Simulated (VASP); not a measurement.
# Ta16C in VASP: notebook

Ta16C is run at these levels: PBE; tasks: single point.

Program: VASP 6.6.1. These are calculated values, not measurements. Logs are shortened: lines on timing, memory, paths and dates and some standing lists are left out, and cuts for length are marked.

## 1. The cell of the first run

The cell holds a slab with vacuum, 17 atoms: a = 6.638 Å, b = 6.638 Å, c = 20.300 Å, α = 90.00°, β = 90.00°, γ = 90.00°.

## 2. Single point, PBE

The input, INCAR:

```
PREC = Accurate ; ENCUT = 520
EDIFF = 1E-7 ; ISMEAR = 0
SIGMA = 0.1 ; LREAL = Auto
LASPH = T ; NELM = 100
ALGO = Normal ; ISIF = 2
LWAVE = F ; LCHARG = T
LDIPOL = T ; IDIPOL = 3
DIPOL = 0.5 0.5 0.330 ; GGA = PE
LELF = T ; LVHAR = T
LVACPOTAV = T ; NBANDS = 104
```

The input, KPOINTS:

```
regular mesh
0
Gamma
  4 4 1
```

The input, POSCAR:

```
Ta16C
1.0
    6.6379342679      0.0000000000      0.0000000000
    0.0000000000      6.6379342679      0.0000000000
    0.0000000000      0.0000000000     20.2996559574
Ta C
16 1
Direct
    0.2500000000      0.2500000000      0.1970476745
    0.2500000000      0.7500000000      0.1970476745
    0.7500000000      0.2500000000      0.1970476745
    0.7500000000      0.7500000000      0.1970476745
    0.0000000000      0.0000000000      0.2787970190
    0.0000000000      0.5000000000      0.2787970190
    0.5000000000      0.0000000000      0.2787970190
    0.5000000000      0.5000000000      0.2787970190
    0.2500000000      0.2500000000      0.3599139064
    0.2500000000      0.7500000000      0.3599139064
    0.7500000000      0.2500000000      0.3599139064
    0.7500000000      0.7500000000      0.3599139064
    0.0000000000      0.0000000000      0.4334879357
    0.0000000000      0.5000000000      0.4334879357
    0.5000000000      0.0000000000      0.4334879357
    0.5000000000      0.5000000000      0.4334879357
    0.0000000000      0.0000000000      0.5258540332
```

Potentials or basis: VASP PAW PBE potentials, release 64 (Ta_pv, C).

Started as:

```console
$ cat potpaw_PBE.64/Ta_pv/POTCAR potpaw_PBE.64/C/POTCAR > POTCAR
$ mpirun -np 1 vasp_std > vasp.out
```

OUTCAR:

```text
PREC = Accurate
   ENCUT = 520
   EDIFF = 1E-7
   ISMEAR = 0
   LREAL = Auto
   LASPH = T
   NELM = 100
   ISIF = 2
   GGA = PE

 ion  position               nearest neighbor table
   1  0.250  0.250  0.197-   5 2.87   6 2.87   7 2.87   8 2.87   9 3.31   3 3.32   2 3.32   2 3.32
                             3 3.32
   2  0.250  0.750  0.197-   5 2.87   6 2.87   7 2.87   8 2.87  10 3.31   4 3.32   1 3.32   1 3.32
                             4 3.32
   3  0.750  0.250  0.197-   5 2.87   6 2.87   7 2.87   8 2.87  11 3.31   4 3.32   1 3.32   4 3.32
                             1 3.32
   4  0.750  0.750  0.197-   5 2.87   6 2.87   7 2.87   8 2.87  12 3.31   3 3.32   2 3.32   3 3.32
                             2 3.32
   5  0.000  0.000  0.279-   9 2.87  10 2.87  11 2.87  12 2.87   1 2.87   2 2.87   3 2.87   4 2.87
                            13 3.14   7 3.32   6 3.32   6 3.32   7 3.32
   6  0.000  0.500  0.279-   9 2.87  10 2.87  11 2.87  12 2.87   1 2.87   2 2.87   3 2.87   4 2.87
                            14 3.14   8 3.32   5 3.32   5 3.32   8 3.32
   7  0.500  0.000  0.279-   9 2.87  10 2.87  11 2.87  12 2.87   1 2.87   2 2.87   3 2.87   4 2.87
                            15 3.14   8 3.32   5 3.32   8 3.32   5 3.32
   8  0.500  0.500  0.279-   9 2.87  10 2.87  11 2.87  12 2.87   1 2.87   2 2.87   3 2.87   4 2.87
                            16 3.14   7 3.32   6 3.32   7 3.32   6 3.32
   9  0.250  0.250  0.360-  13 2.78  14 2.78  15 2.78  16 2.78   5 2.87   6 2.87   7 2.87   8 2.87
                             1 3.31  10 3.32  11 3.32  10 3.32  11 3.32
  10  0.250  0.750  0.360-  13 2.78  14 2.78  15 2.78  16 2.78   5 2.87   6 2.87   7 2.87   8 2.87
                             2 3.31   9 3.32  12 3.32   9 3.32  12 3.32
  11  0.750  0.250  0.360-  13 2.78  14 2.78  15 2.78  16 2.78   5 2.87   6 2.87   7 2.87   8 2.87
                             3 3.31   9 3.32  12 3.32  12 3.32   9 3.32
  12  0.750  0.750  0.360-  13 2.78  14 2.78  15 2.78  16 2.78   5 2.87   6 2.87   7 2.87   8 2.87
                             4 3.31  10 3.32  11 3.32  11 3.32  10 3.32
  13  0.000  0.000  0.433-  17 1.88  10 2.78  11 2.78  12 2.78   9 2.78   5 3.14  15 3.32  14 3.32
                            14 3.32  15 3.32
  14  0.000  0.500  0.433-   9 2.78  10 2.78  11 2.78  12 2.78   6 3.14  13 3.32  16 3.32  13 3.32
                            16 3.32
  15  0.500  0.000  0.433-   9 2.78  10 2.78  11 2.78  12 2.78   7 3.14  13 3.32  16 3.32  16 3.32
                            13 3.32
  16  0.500  0.500  0.433-   9 2.78  10 2.78  11 2.78  12 2.78   8 3.14  14 3.32  15 3.32  15 3.32
                            14 3.32
  17  0.000  0.000  0.526-  13 1.88

  LATTYP: Found a simple tetragonal cell.
 ALAT       =     6.6379342679
 C/A-ratio  =     3.0581284987

  Lattice vectors:

 A1 = (   6.6379342679,   0.0000000000,   0.0000000000)
 A2 = (   0.0000000000,   6.6379342679,   0.0000000000)
 A3 = (   0.0000000000,   0.0000000000,  20.2996559574)

Analysis of symmetry for initial positions (statically):
=====================================================================
 Subroutine PRICEL returns:
 Original cell was already a primitive cell.

 Routine SETGRP: Setting up the symmetry group for a
 simple tetragonal supercell.

 Subroutine GETGRP returns: Found  8 space group operations
 (whereof  8 operations were pure point group operations)
 out of a pool of 16 trial point group operations.

The static configuration has the point symmetry C_4v.

Analysis of symmetry for dynamics (positions and initial velocities):
=====================================================================
 Subroutine PRICEL returns:
 Original cell was already a primitive cell.

 Routine SETGRP: Setting up the symmetry group for a
 simple tetragonal supercell.

 Subroutine GETGRP returns: Found  8 space group operations
 (whereof  8 operations were pure point group operations)
 out of a pool of 16 trial point group operations.

The dynamic configuration has the point symmetry C_4v.

 Subroutine INISYM returns: Found  8 space group operations
 (whereof  8 operations are pure point group operations),
 and found     1 'primitive' translations

----------------------------------------------------------------------------------------

                                     Primitive cell

  volume of cell :     894.4469

  direct lattice vectors                    reciprocal lattice vectors
     6.637934268  0.000000000  0.000000000     0.150649277  0.000000000  0.000000000
     0.000000000  6.637934268  0.000000000     0.000000000  0.150649277  0.000000000
     0.000000000  0.000000000 20.299655957     0.000000000  0.000000000  0.049261919

  length of vectors
     6.637934268  6.637934268 20.299655957     0.150649277  0.150649277  0.049261919

[... 55 lines left out ...]
     0.037662319  0.037662319  0.049261919

  Shift w.r.t. Gamma in fractional coordinates (k-lattice)
     0.000000000  0.000000000  0.000000000

 Subroutine IBZKPT returns following result:
 ===========================================

 Found      6 irreducible k-points:

 Following reciprocal coordinates:
            Coordinates               Weight
  0.000000  0.000000  0.000000      1.000000
  0.250000  0.000000  0.000000      4.000000
  0.500000  0.000000  0.000000      2.000000
  0.250000  0.250000  0.000000      4.000000
  0.500000  0.250000  0.000000      4.000000
  0.500000  0.500000  0.000000      1.000000
   k-points           NKPTS =      6   k-points in BZ     NKDIM =      6   number of bands    NBANDS=    104
   number of dos      NEDOS =    301   number of ions     NIONS =     17
   total plane-waves  NPLWV = 400000
   dimension x,y,z NGX =    50 NGY =   50 NGZ =  160
   dimension x,y,z NGXF=   100 NGYF=  100 NGZF=  320
   ions per type =              16   1
   NGX,Y,Z   is equivalent  to a cutoff of  12.52, 12.52, 13.10 a.u.
   NGXF,Y,Z  is equivalent  to a cutoff of  25.04, 25.04, 26.21 a.u.
 SYSTEM =  unknown system
   PREC   = accura    normal or accurate (medium, high low for compatibility)
   ISTART =      0    job   : 0-new  1-cont  2-samecut
   ICHARG =      2    charge: 1-file 2-atom 10-const
   ISPIN  =      1    spin polarized calculation?
   LNONCOLLINEAR =      F non collinear calculations
   LSORBIT =      F    spin-orbit coupling
   LASPH  =      T    aspherical Exc in radial PAW
   ENCUT  =  520.0 eV  38.22 Ry    6.18 a.u.  12.34 12.34 37.74*2*pi/ulx,y,z
   NELM   =    100;   NELMIN=  2; NELMDL= -5     # of ELM steps
   EDIFF  = 0.1E-06   stopping-criterion for ELM
   LREAL  =      T    real-space projection
   EDIFFG = 0.1E-05   stopping-criterion for IOM
   NSW    =      0    number of steps for IOM
   IBRION =     -1    ionic relax: 0-MD 1-quasi-New 2-CG
   NFREE  =      0    steps in history (QN), initial steepest desc. (CG)
   ISIF   =      2    stress and relaxation
   ISYM   =      2    0-nonsym 1-usesym 2-fastsym
   POTIM  = 0.5000    time-step for ionic-motion
   TEBEG  =    0.0;   TEEND  =   0.0 temperature during run
   PSTRESS=    0.0 pullay stress
   NELECT =     180.0000    total number of electrons
   NUPDOWN=      -1.0000    fix difference up-down
   EMIN   =  10.00;   EMAX   =-10.00  energy-range for DOS
   EFERMI =   0.00;   METHOD = LEGACY
   ISMEAR =     0;   SIGMA  =   0.10  broadening in eV -4-tet -1-fermi 0-gaus
   EFERMI_NEDOS =   21; number of points for ismear=-14 and -15
   IALGO  =     38    algorithm
   IMIX   =      4    mixing-type and parameters
     AMIX     =   0.40;   BMIX     =  1.00
     AMIX_MAG =   1.60;   BMIX_MAG =  1.00
  volume/ion in A,a.u.               =      52.61       355.06
  Fermi-wavevector in a.u.,A,eV,Ry     =   0.959358  1.812924 12.522370  0.920368
  Thomas-Fermi vector in A             =   2.088547
   LORBIT       =      0    0 simple, 1 ext, 2 COOP (PROOUT), +10 PAW based schemes
   GGA     = PE    functional components
   LHFCALC =     F    Hartree Fock is set to
   AEXX    =    0.0000 exact exchange contribution
   IVDW    =     0    specifies the selected vdW correction
   LEPSILON=     F    determine dielectric tensor
   LRPA    =     F    only Hartree local field effects (RPA)
 non-spin polarized calculation
 Gauss-broadening in eV      SIGMA  =   0.10
  energy-cutoff  :      520.00
  volume of cell :      894.45
 maximum number of plane-waves:     24163
 NGX is ok and might be reduce to    50
   NGX = 25   NGY = 25   NGZ = 75

 dipolmoment           0.000000      0.000000     -2.095512 electrons x Angstroem

 number of electron     179.9999955 magnetization

 dipolmoment           0.000000      0.000000      0.191438 electrons x Angstroem

 Free energy of the ion-electron system (eV)
  ---------------------------------------------------
  ext. energy  EPLUGINS =         0.00000000
  ---------------------------------------------------
  free energy    TOTEN  =      -179.33617808 eV

  energy without entropy =     -179.27395966  energy(sigma->0) =     -179.30506887

 E-fermi :  -0.7999     XC(G=0):  -5.3476

 val. band max:       -0.8143397418   @ k =   0.5000   0.5000   0.0000
 cond. band min:      -0.7782180391   @ k =   0.2500   0.2500   0.0000
 fundamental gap:      0.0361217027
 Fermi energy:        -0.7999302018

 k-point     1 :       0.0000    0.0000    0.0000
  band No.  band energies     occupation
      1     -35.8319      2.00000
      2     -35.8155      2.00000
      3     -35.8155      2.00000
      4     -35.8121      2.00000
      5     -35.8033      2.00000
      6     -35.8033      2.00000
[... 619 lines left out ...]
    101      -0.3107      0.00000
    102      -0.0457      0.00000
 [bands above 102 left out]

------------------------ aborting loop because EDIFF is reached ----------------------------------------

  FORCE on cell =-STRESS in cart. coord.  units (eV):
  Direction    XX          YY          ZZ          XY          YZ          ZX
  --------------------------------------------------------------------------------------
  -------------------------------------------------------------------------------------
  Total      -17.7913814    -17.7913814     -2.7844311      0.0000000      0.0000000      0.0000000
  in kB      -31.8687977    -31.8687977     -4.9876101      0.0000000      0.0000000      0.0000000
  external PRESSURE =     -22.9084019 kB  Pullay stress =       0.0000000 kB

 VOLUME and BASIS-vectors are now :
 -----------------------------------------------------------------------------
  energy-cutoff  :      520.00
  volume of cell :      894.45
      direct lattice vectors                 reciprocal lattice vectors
     6.637934268  0.000000000  0.000000000     0.150649277  0.000000000  0.000000000
     0.000000000  6.637934268  0.000000000     0.000000000  0.150649277  0.000000000
     0.000000000  0.000000000 20.299655957     0.000000000  0.000000000  0.049261919

 POSITION                                       TOTAL-FORCE (eV/Angst)
 -----------------------------------------------------------------------------------
      1.65948      1.65948      4.00000        -0.084968     -0.084968      0.876453
      1.65948      4.97845      4.00000        -0.084968      0.084968      0.876453
      4.97845      1.65948      4.00000         0.084968     -0.084968      0.876453
      4.97845      4.97845      4.00000         0.084968      0.084968      0.876453
      0.00000      0.00000      5.65948         0.000000     -0.000000     -1.226044
      0.00000      3.31897      5.65948         0.000000     -0.000000     -0.791872
[... 9 lines left out ...]
      3.31897      3.31897      8.79966         0.000000      0.000000     -0.412301
      0.00000      0.00000     10.67466         0.000000      0.000000      0.111015
 -----------------------------------------------------------------------------------
    total drift:                                0.000000      0.000000      0.002177

  FREE ENERGIE OF THE ION-ELECTRON SYSTEM (eV)
  ---------------------------------------------------
  free  energy   TOTEN  =      -179.3361780838 eV

  energy  without entropy=     -179.2739596643  energy(sigma->0) =     -179.30506887

 vacuum level on the upper side and lower side of the slab         4.001         3.214
```

It took 25 min on 1 thread of AMD EPYC 9R45 (Zen 5), shared host; peak memory 0.93 GiB.

What came out:

```
Free energy            : -179.3362 eV
Largest force          : 1.507 eV/Å
Band gap on the k mesh : zero (bands 90 and 91 overlap by 0.64 eV)
```

Forces on the atoms (eV/Å):
```
Ta  -0.085 -0.085  0.876
Ta  -0.085  0.085  0.876
Ta   0.085 -0.085  0.876
Ta   0.085  0.085  0.876
Ta   0.000  0.000 -1.226
Ta   0.000  0.000 -0.792
Ta   0.000  0.000 -0.792
Ta   0.000  0.000 -0.623
Ta   0.477  0.477 -0.522
Ta   0.477 -0.477 -0.522
Ta  -0.477  0.477 -0.522
Ta  -0.477 -0.477 -0.522
Ta   0.000  0.000  1.507
Ta   0.000  0.000  0.405
Ta   0.000  0.000  0.405
Ta   0.000  0.000 -0.412
C    0.000  0.000  0.111
```

Caveat: spin-orbit coupling is left out, which moves the levels of the heavy elements.

## 3. Single point, PBE

The input, INCAR:

```
ALGO     = Normal         # electronic algorithm
DIPOL    = 0.5 0.5 0.326
EDIFF    = 1E-6           # SCF threshold, eV
ENCUT    = 520            # plane-wave cutoff, eV
GGA      = PE             # functional
IDIPOL   = 3            
ISIF     = 2              # what is computed and relaxed
ISMEAR   = 0              # smearing method
LASPH    = True           # aspherical terms in the spheres
LCHARG   = True           # write CHGCAR
LDIPOL   = True         
LELF     = True           # ELF
LREAL    = Auto         
LVACPOTAV= True         
LVHAR    = True         
LWAVE    = False          # write WAVECAR
NBANDS   = 104            # bands
NELM     = 80             # most SCF steps
PREC     = Accurate       # precision mode
SIGMA    = 0.1            # smearing width, eV
```

The input, KPOINTS:

```
k-points
0
Gamma
  4 4 1
```

Changes to POSCAR since step 2:

```diff
@@ -24,2 +24,2 @@
     0.5000000000      0.5000000000      0.4334879357
-    0.0000000000      0.0000000000      0.5258540332
+    0.2500000000      0.2500000000      0.4648848649
```

Potentials or basis: VASP PAW PBE potentials, release 64 (Ta_pv, C).

Started as:

```console
$ cat potpaw_PBE.64/Ta_pv/POTCAR potpaw_PBE.64/C/POTCAR > POTCAR
$ mpirun -np 1 vasp_std > vasp.out
```

Run time: 22 min. Hardware: 1 thread of AMD EPYC 9R45 (Zen 5), shared host; peak memory 0.93 GiB.

Results (log left out):

```
Free energy            : -183.7536 eV
Largest force          : 3.374 eV/Å
Band gap on the k mesh : zero (bands 90 and 91 overlap by 0.68 eV)
```

Forces on the atoms (eV/Å):
```
Ta   0.000  0.000  1.134
Ta   0.000  0.000  0.940
Ta   0.000  0.000  0.940
Ta   0.000  0.000  0.952
Ta  -0.063 -0.063 -1.075
Ta  -0.063  0.063 -1.075
Ta   0.063 -0.063 -1.075
Ta   0.063  0.063 -1.075
Ta   0.000  0.000 -3.374
Ta   0.000  0.000 -0.010
Ta   0.000  0.000 -0.010
Ta   0.000  0.000 -0.492
Ta   0.879  0.879  1.045
Ta   0.879 -0.879  1.045
Ta  -0.879  0.879  1.045
Ta  -0.879 -0.879  1.045
C    0.000  0.000  0.040
```

Levels at points of the mesh, in eV from the Fermi level:
| k point | band 87 | band 88 | band 89 | band 90 | band 91 | band 92 | band 93 | band 94 |
| --- | --- | --- | --- | --- | --- | --- | --- | --- |
| (0.00, 0.00, 0.00) | -0.04 | 0.03 | 0.05 | 0.22 | 0.25 | 0.45 | 0.45 | 0.54 |
| (0.50, 0.00, 0.00) | -0.50 | -0.31 | -0.29 | -0.15 | -0.07 | 0.27 | 0.35 | 0.40 |
| (0.50, 0.50, 0.00) | -0.85 | -0.80 | -0.76 | -0.46 | -0.46 | -0.06 | 0.02 | 0.14 |

Caveat: spin-orbit coupling is left out, which moves the levels of the heavy elements.
